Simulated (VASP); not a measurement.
# Rb3N2 (P4/mmm) in VASP: notebook

Rb3N2 is run at these levels: PBE; tasks: relaxation of cell and atoms, single point.

Everything below comes from runs of VASP 6.6.1. Logs are shortened: lines on timing, memory, paths and dates and some standing lists are left out, and cuts for length are marked.

## Step 1: The cell of the first run

The structure is tetragonal, space group P4/mmm (No. 123). The conventional cell has a = 5.224 Å, b = 5.224 Å, c = 7.681 Å, α = 90.00°, β = 90.00°, γ = 90.00°. Rb (site symmetry 4mm) has 4 N at 3.09 Å and 5 Rb at 3.31 to 4.05 Å within 4.1 Å. Within 3.4 Å of Rb (site symmetry 4/mmm) lie 4 N at 2.61 Å. N (site symmetry mmm) has 6 Rb at 2.61 to 3.09 Å within 3.4 Å.

## Step 2: Relaxation of cell and atoms, PBE

INCAR reads:

```
ALGO = Normal ; EDIFF = 1E-7
EDIFFG = -0.01 ; ENCUT = 600
GGA = PE ; IBRION = 2
ISIF = 3 ; ISMEAR = 0
LASPH = True ; LCHARG = False
LREAL = False ; LWAVE = False
NELM = 100 ; NSW = 100
PREC = Accurate ; SIGMA = 0.1
```

KPOINTS reads:

```
k-points
0
Gamma
  8 8 6
```

POSCAR reads:

```
Rb3N2
1.0
    5.2242314523      0.0000000000      0.0000000000
    0.0000000000      5.2242314523      0.0000000000
    0.0000000000      0.0000000000      7.6805841044
Rb N
3 2
Direct
    0.0000000000      0.0000000000      0.2843038188
    0.0000000000      0.0000000000      0.7156961812
    0.5000000000      0.5000000000      0.5000000000
    0.0000000000      0.5000000000      0.5000000000
    0.5000000000      0.0000000000      0.5000000000
```

Potentials or basis: VASP PAW PBE potentials, release 64 (Rb_sv, N).

Command:

```sh
$ cat potpaw_PBE.64/Rb_sv/POTCAR potpaw_PBE.64/N/POTCAR > POTCAR
$ mpirun -np 1 vasp_std > vasp.out
```

OUTCAR:

```text
EDIFF = 1E-7
   EDIFFG = -0.01
   ENCUT = 600
   GGA = PE
   IBRION = 2
   ISIF = 3
   ISMEAR = 0
   LASPH = True
   LREAL = False
   NELM = 100
   NSW = 100
   PREC = Accurate

 ion  position               nearest neighbor table
   1  0.000  0.000  0.284-   4 3.09   5 3.09   4 3.09   5 3.09   2 3.31   3 4.05   3 4.05   3 4.05
                             3 4.05   2 4.37
   2  0.000  0.000  0.716-   4 3.09   5 3.09   4 3.09   5 3.09   1 3.31   3 4.05   3 4.05   3 4.05
                             3 4.05   1 4.37
   3  0.500  0.500  0.500-   4 2.61   5 2.61   5 2.61   4 2.61   1 4.05   2 4.05   1 4.05   1 4.05
                             2 4.05   2 4.05   1 4.05   2 4.05
   4  0.000  0.500  0.500-   3 2.61   3 2.61   1 3.09   1 3.09   2 3.09   2 3.09
   5  0.500  0.000  0.500-   3 2.61   3 2.61   1 3.09   2 3.09   1 3.09   2 3.09

  LATTYP: Found a simple tetragonal cell.
 ALAT       =     5.2242314523
 C/A-ratio  =     1.4701844998

  Lattice vectors:

 A1 = (   5.2242314523,   0.0000000000,   0.0000000000)
 A2 = (   0.0000000000,   5.2242314523,   0.0000000000)
 A3 = (   0.0000000000,   0.0000000000,   7.6805841044)

Analysis of symmetry for initial positions (statically):
=====================================================================
 Subroutine PRICEL returns:
 Original cell was already a primitive cell.

 Routine SETGRP: Setting up the symmetry group for a
 simple tetragonal supercell.

 Subroutine GETGRP returns: Found 16 space group operations
 (whereof 16 operations were pure point group operations)
 out of a pool of 16 trial point group operations.

The static configuration has the point symmetry D_4h.

Analysis of symmetry for dynamics (positions and initial velocities):
=====================================================================
 Subroutine PRICEL returns:
 Original cell was already a primitive cell.

 Routine SETGRP: Setting up the symmetry group for a
 simple tetragonal supercell.

 Subroutine GETGRP returns: Found 16 space group operations
 (whereof 16 operations were pure point group operations)
 out of a pool of 16 trial point group operations.

The dynamic configuration has the point symmetry D_4h.

 Subroutine INISYM returns: Found 16 space group operations
 (whereof 16 operations are pure point group operations),
 and found     1 'primitive' translations

----------------------------------------------------------------------------------------

                                     Primitive cell

  volume of cell :     209.6231

  direct lattice vectors                    reciprocal lattice vectors
     5.224231452  0.000000000  0.000000000     0.191415715  0.000000000  0.000000000
     0.000000000  5.224231452  0.000000000     0.000000000  0.191415715  0.000000000
     0.000000000  0.000000000  7.680584104     0.000000000  0.000000000  0.130198431

  length of vectors
     5.224231452  5.224231452  7.680584104     0.191415715  0.191415715  0.130198431

  position of ions in fractional coordinates (direct lattice)
     0.000000000  0.000000000  0.284303819
     0.000000000  0.000000000  0.715696181
     0.500000000  0.500000000  0.500000000
     0.000000000  0.500000000  0.500000000
     0.500000000  0.000000000  0.500000000

  ion indices of the primitive-cell ions
   primitive index   ion index
                 1           1
                 2           2
                 3           3
                 4           4
                 5           5

----------------------------------------------------------------------------------------

 KPOINTS: k-points

Automatic generation of k-mesh.
 Grid dimensions read from file:
 generate k-points for:    8    8    6

 Generating k-lattice:

  Cartesian coordinates                     Fractional coordinates (reciprocal lattice)
     0.023926964  0.000000000  0.000000000     0.125000000  0.000000000  0.000000000
     0.000000000  0.023926964  0.000000000     0.000000000  0.125000000  0.000000000
     0.000000000  0.000000000  0.021699739     0.000000000  0.000000000  0.166666667

  Length of vectors
     0.023926964  0.023926964  0.021699739

  Shift w.r.t. Gamma in fractional coordinates (k-lattice)
     0.000000000  0.000000000  0.000000000

 Subroutine IBZKPT returns following result:
 ===========================================

 Found     60 irreducible k-points:

 Following reciprocal coordinates:
            Coordinates               Weight
  0.000000  0.000000  0.000000      1.000000
  0.125000  0.000000  0.000000      4.000000
  0.250000  0.000000  0.000000      4.000000
  0.375000  0.000000  0.000000      4.000000
  0.500000  0.000000  0.000000      2.000000
  0.125000  0.125000  0.000000      4.000000
[... 16 lines left out ...]
  0.375000  0.125000  0.166667     16.000000
  0.500000  0.125000  0.166667      8.000000
 [... further k-points ...]
   k-points           NKPTS =     60   k-points in BZ     NKDIM =     60   number of bands    NBANDS=     22
   number of dos      NEDOS =    301   number of ions     NIONS =      5
   total plane-waves  NPLWV = 112896
   dimension x,y,z NGX =    42 NGY =   42 NGZ =   64
   dimension x,y,z NGXF=    84 NGYF=   84 NGZF=  128
   ions per type =               3   2
   NGX,Y,Z   is equivalent  to a cutoff of  13.37, 13.37, 13.85 a.u.
   NGXF,Y,Z  is equivalent  to a cutoff of  26.73, 26.73, 27.71 a.u.
 SYSTEM =  unknown system
   PREC   = accura    normal or accurate (medium, high low for compatibility)
   ISTART =      0    job   : 0-new  1-cont  2-samecut
   ICHARG =      2    charge: 1-file 2-atom 10-const
   ISPIN  =      1    spin polarized calculation?
   LNONCOLLINEAR =      F non collinear calculations
   LSORBIT =      F    spin-orbit coupling
   LASPH  =      T    aspherical Exc in radial PAW
   ENCUT  =  600.0 eV  44.10 Ry    6.64 a.u.  10.43 10.43 15.34*2*pi/ulx,y,z
   NELM   =    100;   NELMIN=  2; NELMDL= -5     # of ELM steps
   EDIFF  = 0.1E-06   stopping-criterion for ELM
   LREAL  =      F    real-space projection
   EDIFFG = -.1E-01   stopping-criterion for IOM
   NSW    =    100    number of steps for IOM
   IBRION =      2    ionic relax: 0-MD 1-quasi-New 2-CG
   NFREE  =      1    steps in history (QN), initial steepest desc. (CG)
   ISIF   =      3    stress and relaxation
   ISYM   =      2    0-nonsym 1-usesym 2-fastsym
   POTIM  = 0.5000    time-step for ionic-motion
   TEBEG  =    0.0;   TEEND  =   0.0 temperature during run
   PSTRESS=    0.0 pullay stress
   NELECT =      37.0000    total number of electrons
   NUPDOWN=      -1.0000    fix difference up-down
   EMIN   =  10.00;   EMAX   =-10.00  energy-range for DOS
   EFERMI =   0.00;   METHOD = LEGACY
   ISMEAR =     0;   SIGMA  =   0.10  broadening in eV -4-tet -1-fermi 0-gaus
   EFERMI_NEDOS =   21; number of points for ismear=-14 and -15
   IALGO  =     38    algorithm
   IMIX   =      4    mixing-type and parameters
     AMIX     =   0.40;   BMIX     =  1.00
     AMIX_MAG =   1.60;   BMIX_MAG =  1.00
  volume/ion in A,a.u.               =      41.92       282.92
  Fermi-wavevector in a.u.,A,eV,Ry     =   0.918324  1.735380 11.474040  0.843318
  Thomas-Fermi vector in A             =   2.043392
   LORBIT       =      0    0 simple, 1 ext, 2 COOP (PROOUT), +10 PAW based schemes
   GGA     = PE    functional components
   LHFCALC =     F    Hartree Fock is set to
   AEXX    =    0.0000 exact exchange contribution
   IVDW    =     0    specifies the selected vdW correction
   LEPSILON=     F    determine dielectric tensor
   LRPA    =     F    only Hartree local field effects (RPA)
 conjugate gradient relaxation of ions
 non-spin polarized calculation
 Gauss-broadening in eV      SIGMA  =   0.10
  energy-cutoff  :      600.00
  volume of cell :      209.62
 maximum number of plane-waves:      7027
 NGX is ok and might be reduce to    42
   NGX = 21   NGY = 21   NGZ = 31

--------------------------------------- Ionic step        1  -------------------------------------------

 number of electron      37.0000000 magnetization

 Free energy of the ion-electron system (eV)
  ---------------------------------------------------
  ext. energy  EPLUGINS =         0.00000000
  ---------------------------------------------------
  free energy    TOTEN  =       -13.32972655 eV

  energy without entropy =      -13.27297439  energy(sigma->0) =      -13.30135047

------------------------ aborting loop because EDIFF is reached ----------------------------------------

  FORCE on cell =-STRESS in cart. coord.  units (eV):
  Direction    XX          YY          ZZ          XY          YZ          ZX
  --------------------------------------------------------------------------------------
  -------------------------------------------------------------------------------------
  Total       -0.4792503     -0.4792503      0.2253860      0.0000000     -0.0000000      0.0000000
  in kB       -3.6629747     -3.6629747      1.7226559      0.0000000     -0.0000000      0.0000000
  external PRESSURE =      -1.8677645 kB  Pullay stress =       0.0000000 kB
[... 98 lines left out ...]
  FREE ENERGIE OF THE ION-ELECTRON SYSTEM (eV)
  ---------------------------------------------------
  free  energy   TOTEN  =       -13.3365163724 eV

  energy  without entropy=      -13.2840924965  energy(sigma->0) =      -13.31030443

[... ionic steps 4 to 11 ...]

--------------------------------------- Ionic step       12  -------------------------------------------

 number of electron      36.9999996 magnetization

------------------------ aborting loop because EDIFF is reached ----------------------------------------

  FORCE on cell =-STRESS in cart. coord.  units (eV):
  Direction    XX          YY          ZZ          XY          YZ          ZX
  --------------------------------------------------------------------------------------
  -------------------------------------------------------------------------------------
  Total        0.1246908      0.1246908      0.0468108      0.0000000     -0.0000000      0.0000000
  in kB        0.8980535      0.8980535      0.3371431      0.0000000     -0.0000000      0.0000000
  external PRESSURE =       0.7110834 kB  Pullay stress =       0.0000000 kB
[... 63 lines left out ...]
  energy  without entropy=      -13.2897761719  energy(sigma->0) =      -13.31648217

--------------------------------------- Ionic step       14  -------------------------------------------

 number of electron      36.9999996 magnetization

 Free energy of the ion-electron system (eV)
  ---------------------------------------------------
  ext. energy  EPLUGINS =         0.00000000
  ---------------------------------------------------
  free energy    TOTEN  =       -13.34324582 eV

  energy without entropy =      -13.29008515  energy(sigma->0) =      -13.31666549

 E-fermi :  -0.4247     XC(G=0):  -5.7629

 val. band max:       -0.4255491137   @ k =   0.5000   0.1250   0.1667
 cond. band min:      -0.4225594376   @ k =   0.5000   0.1250   0.0000
 fundamental gap:      0.0029896760
 Fermi energy:        -0.4247309638

 k-point     1 :       0.0000    0.0000    0.0000
  band No.  band energies     occupation
      1     -27.4035      2.00000
      2     -27.3221      2.00000
      3     -26.0375      2.00000
      4     -12.4317      2.00000
      5     -11.6681      2.00000
      6     -11.5299      2.00000
[... 574 lines left out ...]
      6     -11.8108      2.00000
[... 14 lines left out ...]
     21       1.4691      0.00000
     22       1.4897      0.00000

 [... further k-points ...]
[... 5 lines left out ...]
  --------------------------------------------------------------------------------------
  -------------------------------------------------------------------------------------
  Total        0.0094173      0.0094173     -0.0222752      0.0000000     -0.0000000      0.0000000
  in kB        0.0670874      0.0670874     -0.1586855      0.0000000     -0.0000000      0.0000000
  external PRESSURE =      -0.0081702 kB  Pullay stress =       0.0000000 kB
[... 20 lines left out ...]
  FREE ENERGIE OF THE ION-ELECTRON SYSTEM (eV)
  ---------------------------------------------------
  free  energy   TOTEN  =       -13.3432458242 eV

  energy  without entropy=      -13.2900851463  energy(sigma->0) =      -13.31666549

 reached required accuracy - stopping structural energy minimisation
```

Run time: 46 min. Hardware: 1 thread of Intel Xeon Platinum 8488C (Sapphire Rapids), shared host; peak memory 0.55 GiB.

What came out:

- Free energy: -13.3432 eV
- Relaxed volume: 44.98 Å³/atom
- Relaxed cell: a = 5.163 Å, b = 5.163 Å, c = 8.437 Å, α = 90.00°, β = 90.00°, γ = 90.00°
- Space group after relaxing (to 0.05 Å): P4/mmm (No. 123)
- Energy gained by relaxing: 2.7 meV/atom
- Ionic steps: 14
- Pressure after relaxing: 0.0 GPa
- Largest force after relaxing: 0.006 eV/Å

Forces on the atoms (eV/Å):
```
Rb   0.000  0.000  0.006
Rb   0.000  0.000 -0.006
Rb   0.000  0.000  0.000
N    0.000  0.000  0.000
N    0.000  0.000  0.000
```

Step by step:
| step | energy change (eV) | largest force (eV/Å) | pressure (GPa) | volume (Å³) |
| --- | --- | --- | --- | --- |
| 1 | 0.0000 | 0.0071 | -0.19 | 209.62 |
| 2 | -0.0040 | 0.0065 | -0.10 | 208.14 |
| 3 | -0.0068 | 0.0081 | 0.11 | 204.99 |
| 4 | -0.0069 | 0.0079 | 0.08 | 205.50 |
| 5 | -0.0074 | 0.0125 | 0.05 | 206.13 |
| 6 | -0.0077 | 0.0466 | 0.00 | 207.20 |
| 7 | -0.0080 | 0.0452 | 0.00 | 207.64 |
| 8 | -0.0090 | 0.0411 | 0.00 | 208.95 |
| 9 | -0.0106 | 0.0328 | 0.01 | 211.59 |
| 10 | -0.0126 | 0.0151 | 0.03 | 216.84 |
| 11 | -0.0126 | 0.0284 | 0.09 | 227.31 |
| 12 | -0.0132 | 0.0129 | 0.07 | 222.46 |
| 13 | -0.0135 | 0.0131 | -0.03 | 225.89 |
| 14 | -0.0135 | 0.0056 | 0.00 | 224.90 |

Final structure:
```
Rb N
1.0
     5.16301    0.00000    0.00000
     0.00000    5.16301    0.00000
     0.00000    0.00000    8.43704
Rb N
3 2
Direct
  0.00000 0.00000 0.30118
  0.00000 0.00000 0.69882
  0.50000 0.50000 0.50000
  0.00000 0.50000 0.50000
  0.50000 0.00000 0.50000
```

## Step 3: Single point, PBE

This run uses another cell than the first one, of 43.96 Å³/atom, 1.049 times its volume.

INCAR reads:

```
  ALGO = Normal
  EDIFF = 1E-6
  ENCUT = 520
  GGA = PE
  ISIF = 2
  ISMEAR = 0
  LASPH = T
  LCHARG = T
  LELF = T
  LREAL = F
  LVHAR = T
  LWAVE = F
  NBANDS = 26
  NELM = 100
  PREC = Accurate
  SIGMA = 0.1
```

KPOINTS is that of step 2.

POSCAR reads:

```
Rb3N2
1.0
    5.1550946400      0.0000000000      0.0000000000
    0.0000000000      5.1550946400      0.0000000000
    0.0000000000      0.0000000000      8.2712537774
Rb N
3 2
Direct
    0.0000000000      0.0000000000      0.2977297524
    0.0000000000      0.0000000000      0.7022702476
    0.5000000000      0.5000000000      0.5000000000
    0.0000000000      0.5000000000      0.5000000000
    0.5000000000      0.0000000000      0.5000000000
```

Potentials or basis: VASP PAW PBE potentials, release 64 (Rb_sv, N).

Command:

```sh
$ cat potpaw_PBE.64/Rb_sv/POTCAR potpaw_PBE.64/N/POTCAR > POTCAR
$ mpirun -np 1 vasp_std > vasp.out
```

Run time: 2.5 min. Hardware: 1 thread of Intel Xeon 6975P-C (Granite Rapids), shared host; peak memory 0.48 GiB.

It converged, with:

```yaml
Free_energy: -13.3428 eV
Pressure: 0.1 GPa
Largest_force: 0.013 eV/Å
```

Forces on the atoms (eV/Å):
```
Rb   0.000  0.000 -0.013
Rb   0.000  0.000  0.013
Rb   0.000  0.000  0.000
N    0.000  0.000  0.000
N    0.000  0.000  0.000
```

Levels at points of the mesh, in eV from the Fermi level:
```
           k point  band 16  band 17  band 18  band 19  band 20  band 21  band 22  band 23
(0.00, 0.00, 0.00)    -0.22    -0.22    -0.17     0.38     0.83     0.83     3.69     3.73
(0.50, 0.00, 0.00)    -0.58    -0.41    -0.30     0.04     0.75     1.76     1.78     4.41
(0.50, 0.50, 0.00)    -1.03    -0.58    -0.18    -0.18     0.31     2.93     2.94     2.94
(0.00, 0.00, 0.50)    -0.22    -0.22    -0.18     0.83     0.83     1.12     2.18     5.16
(0.50, 0.00, 0.50)    -0.62    -0.40    -0.25     0.02     0.75     2.09     2.09     3.47
(0.50, 0.50, 0.50)    -1.03    -0.58    -0.19    -0.19     0.31     3.10     3.12     3.12
```
